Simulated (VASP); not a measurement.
Input of a VASP 6.6.1 run:

File POSCAR:

```
MgO
1.0
    2.9380209034      0.0000000000      0.0000000000
   -1.4690104517      2.5444007392      0.0000000000
    0.0000000000      0.0000000000      2.6796800000
Mg O
1 1
Direct
    0.0000000000      0.0000000000      0.0000000000
    0.3333333333      0.6666666667      0.5000000000
```

Contents of INCAR.step1:

```
PREC = Accurate
ENCUT = 660
ISMEAR = -1
SIGMA = 0.05
LREAL = F
LASPH = T
NELM = 120
GGA = PE
ALGO = Normal
EDIFF = 1E-5
LWAVE = T
LCHARG = F
GGA_COMPAT = F
IBRION = 2
ISIF = 3
EDIFFG = -0.005
NELMIN = 4
NSW = 100
```

File INCAR.step2:

```
PREC = Accurate
ENCUT = 660
EDIFF = 1E-7
ISMEAR = -1
SIGMA = 0.05
LREAL = F
LASPH = T
NELM = 120
ALGO = Normal
ISIF = 3
LWAVE = F
LCHARG = F
METAGGA = R2SCAN
LMIXTAU = T
IVDW = 13
VDW_S6 = 1.0
VDW_S8 = 0.6018749
VDW_A1 = 0.51559235
VDW_A2 = 5.77342911
IBRION = 2
NSW = 80
EDIFFG = -0.01
ISTART = 1
GGA_COMPAT = F
NELMIN = 4
```

File KPOINTS:

```
Automatic mesh
0
Gamma
  10 10 10
```

Potentials or basis: VASP PAW PBE potentials, release 64 (Mg, O).

Run with:

```console
$ cat potpaw_PBE.64/Mg/POTCAR potpaw_PBE.64/O/POTCAR > POTCAR
$ cp INCAR.step1 INCAR
$ mpirun -np 1 vasp_std > vasp.out
$ cp INCAR.step2 INCAR
$ mpirun -np 1 vasp_std > vasp.out
```

**Question.** What does it give for the relaxed cell?

**Answer.** a = 2.886 Å, b = 2.886 Å, c = 2.636 Å, α = 90.00°, β = 90.00°, γ = 120.00°.

**Question.** What does it give for the band gap on the k mesh?

**Answer.** 4.19 eV (least direct gap 4.61 eV).

Final structure:
```xyz
2
Lattice="2.8861 0.0000 0.0000 -1.4431 2.4995 0.0000 0.0000 0.0000 2.6360" Properties=species:S:1:pos:R:3 pbc="T T T"
Mg    0.0000    0.0000    0.0000
O     0.0000    1.6663    1.3180
```

 A k mesh can miss the band edges.
